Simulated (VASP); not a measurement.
# HfMoC2 (P4/mmm) in VASP: notebook, part 3 of 3

VASP 6.6.1. Earlier steps stand in the parts before.

## Step 5: Single point, r2SCAN+U

Input file POSCAR:

```
HfMoC2
1.0
    3.1914230000      0.0000000000      0.0000000000
    0.0000000000      3.1914230000      0.0000000000
    0.0000000000      0.0000000000      4.4851640000
Hf Mo C
1 1 2
Direct
    0.0000000000      0.0000000000      0.0000000000
    0.5000000000      0.5000000000      0.5000000000
    0.5000000000      0.5000000000      0.0000000000
    0.0000000000      0.0000000000      0.5000000000
```

Input file INCAR.step1:

```
ALGO = Normal
EDIFF = 1E-4
ENCUT = 520
GGA = PE
ISMEAR = -1
LASPH = True
LCHARG = False
LDAU = True
LDAUJ = 0 0 0
LDAUL = 2 2 -1
LDAUTYPE = 2
LDAUU = 4 4 0
LMAXMIX = 4
LREAL = False
LWAVE = True
NBANDS = 24
NELM = 150
PREC = Accurate
SIGMA = 0.05
```

Input file INCAR.step2:

```
ALGO = Normal
EDIFF = 1E-6
ENCUT = 520
ISIF = 2
ISMEAR = -1
ISTART = 1
LASPH = True
LCHARG = True
LDAU = True
LDAUJ = 0 0 0
LDAUL = 2 2 -1
LDAUPRINT = 1
LDAUTYPE = 2
LDAUU = 4 4 0
LELF = True
LMAXMIX = 4
LMIXTAU = True
LREAL = False
LVHAR = True
LWAVE = False
METAGGA = R2SCAN
NBANDS = 24
NELM = 150
PREC = Accurate
SIGMA = 0.05
```

Input file KPOINTS:

```
k-points
0
Gamma
  8 8 6
```

Potentials or basis: VASP PAW PBE potentials, release 64 (Hf_pv, Mo_sv, C).

Command:

```console
$ cat potpaw_PBE.64/Hf_pv/POTCAR potpaw_PBE.64/Mo_sv/POTCAR potpaw_PBE.64/C/POTCAR > POTCAR
$ cp INCAR.step1 INCAR
$ mpirun -np 1 vasp_std > vasp.out
$ cp INCAR.step2 INCAR
$ mpirun -np 1 vasp_std > vasp.out
```

OUTCAR:

```text
EDIFF = 1E-6
   ENCUT = 520
   ISIF = 2
   ISMEAR = -1
   ISTART = 1
   LASPH = True
   LREAL = False
   METAGGA = R2SCAN
   NELM = 150
   PREC = Accurate

 ion  position               nearest neighbor table
   1  0.000  0.000  0.000-   4 2.24   4 2.24   3 2.26   3 2.26   3 2.26   3 2.26   2 3.18   2 3.18
                             2 3.18   2 3.18   2 3.18   2 3.18   2 3.18   2 3.18
   2  0.500  0.500  0.500-   3 2.24   3 2.24   4 2.26   4 2.26   4 2.26   4 2.26   1 3.18   1 3.18
                             1 3.18   1 3.18   1 3.18   1 3.18   1 3.18   1 3.18
[... 922 lines left out ...]
  --------------------------------------------------------------------------------------
  -------------------------------------------------------------------------------------
  Total        2.6253812      2.6253812      1.9895287      0.0000000      0.0000000     -0.0000000
  in kB       92.0780011     92.0780011     69.7772299      0.0000000      0.0000000     -0.0000000
  external PRESSURE =      84.6444107 kB  Pullay stress =       0.0000000 kB

 VOLUME and BASIS-vectors are now :
 -----------------------------------------------------------------------------
  energy-cutoff  :      520.00
  volume of cell :       45.68
      direct lattice vectors                 reciprocal lattice vectors
     3.191423000  0.000000000  0.000000000     0.313339849  0.000000000  0.000000000
     0.000000000  3.191423000  0.000000000     0.000000000  0.313339849  0.000000000
     0.000000000  0.000000000  4.485164000     0.000000000  0.000000000  0.222957288

 POSITION                                       TOTAL-FORCE (eV/Angst)
 -----------------------------------------------------------------------------------
      0.00000      0.00000      0.00000         0.000000      0.000000      0.000000
      1.59571      1.59571      2.24258         0.000000      0.000000      0.000000
      1.59571      1.59571      0.00000         0.000000      0.000000      0.000000
      0.00000      0.00000      2.24258         0.000000      0.000000      0.000000
 -----------------------------------------------------------------------------------
    total drift:                                0.000000     -0.000000     -0.000000

  FREE ENERGIE OF THE ION-ELECTRON SYSTEM (eV)
  ---------------------------------------------------
  free  energy   TOTEN  =       -85.4420572418 eV

  energy  without entropy=      -85.4204568173  energy(sigma->0) =      -85.43125703
```

OUTCAR.step1:

```text
EDIFF = 1E-4
   ENCUT = 520
   GGA = PE
   ISMEAR = -1
   LASPH = True
   LREAL = False
[... 882 lines left out ...]
      1.59571      1.59571      2.24258         0.000000      0.000000      0.000000
      1.59571      1.59571      0.00000         0.000000      0.000000      0.000000
      0.00000      0.00000      2.24258         0.000000      0.000000      0.000000
 -----------------------------------------------------------------------------------
    total drift:                                0.000000     -0.000000     -0.000000

  FREE ENERGIE OF THE ION-ELECTRON SYSTEM (eV)
  ---------------------------------------------------
  free  energy   TOTEN  =       -33.2085396464 eV

  energy  without entropy=      -33.1901174095  energy(sigma->0) =      -33.19932853
```

It took 4 min on 1 thread of Intel Xeon 8259CL, shared host; peak memory 0.21 GiB.

What came out:

```yaml
Free_energy: -85.4421 eV
Pressure: 8.5 GPa
Band_gap_on_the_k_mesh: zero (bands 16 and 17 overlap by 2.46 eV)
```

Eigenvalues of the final occupation matrices:
| site | spin | trace | eigenvalues |
| --- | --- | --- | --- |
| site 1 d | 1 | 0.84 | 0.11 0.11 0.12 0.24 0.25 |
| site 1 d | 2 | 0.84 | 0.11 0.11 0.12 0.24 0.25 |
| site 2 d | 1 | 1.87 | 0.32 0.36 0.38 0.41 0.41 |
| site 2 d | 2 | 1.87 | 0.32 0.36 0.38 0.41 0.41 |

Caveat: the cell stands under pressure; the PAW data sets were made with another functional, which shifts forces and pressure a little; spin-orbit coupling is left out, which moves the levels of the heavy elements; U without spin polarisation on a metal has little footing; the U is typed as a test and isn't derived for this compound.

## Step 6: Single point, r2SCAN+U

POSCAR is that of step 5.

Input file INCAR.step1:

```
SYSTEM = HfMoC2
PREC = Accurate
ENCUT = 520
ISMEAR = -1
SIGMA = 0.05
LREAL = .FALSE.
LASPH = .TRUE.
NELM = 150
LMAXMIX = 4
LDAU = .TRUE.
LDAUTYPE = 2
LDAUL = 2 2 -1
LDAUU = 5 5 0
LDAUJ = 0 0 0
NBANDS = 24
GGA = PE
ALGO = Normal
EDIFF = 1E-4
LWAVE = .TRUE.
LCHARG = .FALSE.
```

Input file INCAR.step2:

```
SYSTEM = HfMoC2
PREC = Accurate
ENCUT = 520
EDIFF = 1E-7
ISMEAR = -1
SIGMA = 0.05
LREAL = .FALSE.
LASPH = .TRUE.
NELM = 150
ALGO = Normal
ISIF = 2
LWAVE = .FALSE.
LCHARG = .FALSE.
LMAXMIX = 4
LDAU = .TRUE.
LDAUTYPE = 2
LDAUL = 2 2 -1
LDAUU = 5 5 0
LDAUJ = 0 0 0
LDAUPRINT = 1
METAGGA = R2SCAN
LMIXTAU = .TRUE.
NBANDS = 24
ISTART = 1
```

Input file KPOINTS:

```
Automatic mesh
0
G
  8 8 6
  0 0 0
```

Potentials or basis: VASP PAW PBE potentials, release 64 (Hf_pv, Mo_sv, C).

Command:

```console
$ cat potpaw_PBE.64/Hf_pv/POTCAR potpaw_PBE.64/Mo_sv/POTCAR potpaw_PBE.64/C/POTCAR > POTCAR
$ cp INCAR.step1 INCAR
$ mpirun -np 1 vasp_std > vasp.out
$ cp INCAR.step2 INCAR
$ mpirun -np 1 vasp_std > vasp.out
```

OUTCAR:

```text
SYSTEM = HfMoC2
   PREC = Accurate
   ENCUT = 520
   EDIFF = 1E-7
   ISMEAR = -1
   LREAL = .FALSE.
   LASPH = .TRUE.
   NELM = 150
   ISIF = 2
   METAGGA = R2SCAN
   ISTART = 1

 ion  position               nearest neighbor table
   1  0.000  0.000  0.000-   4 2.24   4 2.24   3 2.26   3 2.26   3 2.26   3 2.26   2 3.18   2 3.18
                             2 3.18   2 3.18   2 3.18   2 3.18   2 3.18   2 3.18
   2  0.500  0.500  0.500-   3 2.24   3 2.24   4 2.26   4 2.26   4 2.26   4 2.26   1 3.18   1 3.18
                             1 3.18   1 3.18   1 3.18   1 3.18   1 3.18   1 3.18
   3  0.500  0.500  0.000-   2 2.24   2 2.24   1 2.26   1 2.26   1 2.26   1 2.26
   4  0.000  0.000  0.500-   1 2.24   1 2.24   2 2.26   2 2.26   2 2.26   2 2.26

  LATTYP: Found a simple tetragonal cell.
 ALAT       =     3.1914230000
 C/A-ratio  =     1.4053806092

  Lattice vectors:

 A1 = (   3.1914230000,   0.0000000000,   0.0000000000)
 A2 = (   0.0000000000,   3.1914230000,   0.0000000000)
 A3 = (   0.0000000000,   0.0000000000,   4.4851640000)

Analysis of symmetry for initial positions (statically):
[... 240 lines left out ...]
  ---------------------------------------------------
  ext. energy  EPLUGINS =         0.00000000
  ---------------------------------------------------
  free energy    TOTEN  =       -83.61297160 eV

  energy without entropy =      -83.58919351  energy(sigma->0) =      -83.60108256

 E-fermi :  10.0261     XC(G=0): -13.8434

 val. band max:       10.0260213769   @ k =   0.1250   0.0000   0.5000
 cond. band min:      10.0344252235   @ k =   0.5000   0.2500   0.3333
 fundamental gap:      0.0084038466
 Fermi energy:        10.0260957688

 k-point     1 :       0.0000    0.0000    0.0000
  band No.  band energies     occupation
      1     -54.6509      2.00000
      2     -27.9256      2.00000
      3     -27.9256      2.00000
      4     -27.8982      2.00000
      5     -22.7531      2.00000
      6     -22.5057      2.00000
[... 637 lines left out ...]
     23      16.4739      0.00000
     24      18.0915      0.00000

 [... further k-points ...]
[... 5 lines left out ...]
  --------------------------------------------------------------------------------------
  -------------------------------------------------------------------------------------
  Total        3.2954711      3.2954711      3.4252832      0.0000000     -0.0000000      0.0000000
  in kB      115.5795556    115.5795556    120.1323553      0.0000000     -0.0000000      0.0000000
  external PRESSURE =     117.0971555 kB  Pullay stress =       0.0000000 kB

 VOLUME and BASIS-vectors are now :
 -----------------------------------------------------------------------------
  energy-cutoff  :      520.00
  volume of cell :       45.68
      direct lattice vectors                 reciprocal lattice vectors
     3.191423000  0.000000000  0.000000000     0.313339849  0.000000000  0.000000000
     0.000000000  3.191423000  0.000000000     0.000000000  0.313339849  0.000000000
     0.000000000  0.000000000  4.485164000     0.000000000  0.000000000  0.222957288

 POSITION                                       TOTAL-FORCE (eV/Angst)
 -----------------------------------------------------------------------------------
      0.00000      0.00000      0.00000         0.000000      0.000000      0.000000
      1.59571      1.59571      2.24258         0.000000      0.000000      0.000000
      1.59571      1.59571      0.00000         0.000000      0.000000      0.000000
      0.00000      0.00000      2.24258         0.000000      0.000000      0.000000
 -----------------------------------------------------------------------------------
    total drift:                                0.000000     -0.000000     -0.000000

  FREE ENERGIE OF THE ION-ELECTRON SYSTEM (eV)
  ---------------------------------------------------
  free  energy   TOTEN  =       -83.6129716017 eV

  energy  without entropy=      -83.5891935118  energy(sigma->0) =      -83.60108256
```

OUTCAR.step1:

```text
SYSTEM = HfMoC2
   PREC = Accurate
   ENCUT = 520
   ISMEAR = -1
   LREAL = .FALSE.
   LASPH = .TRUE.
[... 883 lines left out ...]
      1.59571      1.59571      2.24258         0.000000      0.000000      0.000000
      1.59571      1.59571      0.00000         0.000000      0.000000      0.000000
      0.00000      0.00000      2.24258         0.000000      0.000000      0.000000
 -----------------------------------------------------------------------------------
    total drift:                                0.000000     -0.000000     -0.000000

  FREE ENERGIE OF THE ION-ELECTRON SYSTEM (eV)
  ---------------------------------------------------
  free  energy   TOTEN  =       -31.3608300765 eV

  energy  without entropy=      -31.3390573541  energy(sigma->0) =      -31.34994372
```

OSZICAR.step1:

```text
N       E                     dE             d eps       ncg     rms          rms(c)
DAV:   1     0.222117942951E+03    0.22212E+03   -0.18174E+04  2896   0.134E+03
DAV:   2    -0.318632999747E+02   -0.25398E+03   -0.24155E+03  3496   0.367E+02
DAV:   3    -0.402098451772E+02   -0.83465E+01   -0.82471E+01  3704   0.600E+01
DAV:   4    -0.402956241064E+02   -0.85779E-01   -0.85709E-01  3256   0.634E+00
DAV:   5    -0.402966190590E+02   -0.99495E-03   -0.99482E-03  3720   0.628E-01    0.747E+01
DAV:   6    -0.325491534334E+02    0.77475E+01   -0.40146E+01  3320   0.380E+01    0.389E+01
DAV:   7    -0.321701050042E+02    0.37905E+00   -0.10989E+01  3392   0.243E+01    0.384E+01
DAV:   8    -0.313561001970E+02    0.81400E+00   -0.21496E+00  3296   0.106E+01    0.452E+00
DAV:   9    -0.313596968535E+02   -0.35967E-02   -0.74676E-02  3568   0.164E+00    0.205E+00
DAV:  10    -0.313597239775E+02   -0.27124E-04   -0.98406E-03  3464   0.677E-01    0.624E-01
DAV:  11    -0.313603748415E+02   -0.65086E-03   -0.14891E-03  3368   0.252E-01    0.217E-01
DAV:  12    -0.313605633245E+02   -0.18848E-03   -0.37919E-04  3032   0.125E-01    0.127E-01
DAV:  13    -0.313607763668E+02   -0.21304E-03   -0.20412E-04  2528   0.992E-02    0.261E-02
DAV:  14    -0.313608300765E+02   -0.53710E-04   -0.81677E-05  1872   0.594E-02
   1 F= -.31360830E+02 E0= -.31349944E+02  d E =-.217727E-01
```

Wall time 4.1 min (1 thread of Intel Xeon 8259CL, shared host); peak memory 0.21 GiB.

Results:

| Item | Value |
| --- | --- |
| Free energy | -83.6130 eV |
| Pressure | 11.7 GPa |
| Band gap on the k mesh | zero (bands 16 and 17 overlap by 2.48 eV) |

Stress tensor (GPa, compression positive):
```
11.56  0.00  0.00
 0.00 11.56  0.00
 0.00  0.00 12.01
```

Eigenvalues of the final occupation matrices:
| site | spin | trace | eigenvalues |
| --- | --- | --- | --- |
| site 1 d | 1 | 0.81 | 0.11 0.11 0.11 0.24 0.25 |
| site 1 d | 2 | 0.81 | 0.11 0.11 0.11 0.24 0.25 |
| site 2 d | 1 | 1.86 | 0.29 0.35 0.38 0.42 0.42 |
| site 2 d | 2 | 1.86 | 0.29 0.35 0.38 0.42 0.42 |

Caveat: the cell stands under pressure; the PAW data sets were made with another functional, which shifts forces and pressure a little; spin-orbit coupling is left out, which moves the levels of the heavy elements; U without spin polarisation on a metal has little footing; the U is typed as a test and isn't derived for this compound.

## Step 7: Summary

```tsv
U	gap on the mesh (eV)	pressure (GPa)
Hf d U = 1.0 eV, Mo d U = 1.0 eV	none	-0.4
Hf d U = 2.0 eV, Mo d U = 2.0 eV	none	2.4
Hf d U = 3.0 eV, Mo d U = 3.0 eV	none	5.4
Hf d U = 4.0 eV, Mo d U = 4.0 eV	none	8.5
Hf d U = 5.0 eV, Mo d U = 5.0 eV	none	11.7
```

Alike in all rows: task single point; level r2SCAN+U; potentials or basis VASP PAW PBE potentials, release 64 (Hf_pv, Mo_sv, C); no spin polarisation; cell as given; k mesh 8 × 8 × 6; cutoff (eV) 520; smearing fermi-dirac 0.05 eV.

Caveats: the PAW data sets were made with another functional, which shifts forces and pressure a little; spin-orbit coupling is left out, which moves the levels of the heavy elements; U without spin polarisation on a metal has little footing; the U is typed as a test and isn't derived for this compound; the cell stands under pressure (at least some runs).

Total energies depend on the potentials used, so only differences within one code and one set of settings carry meaning.
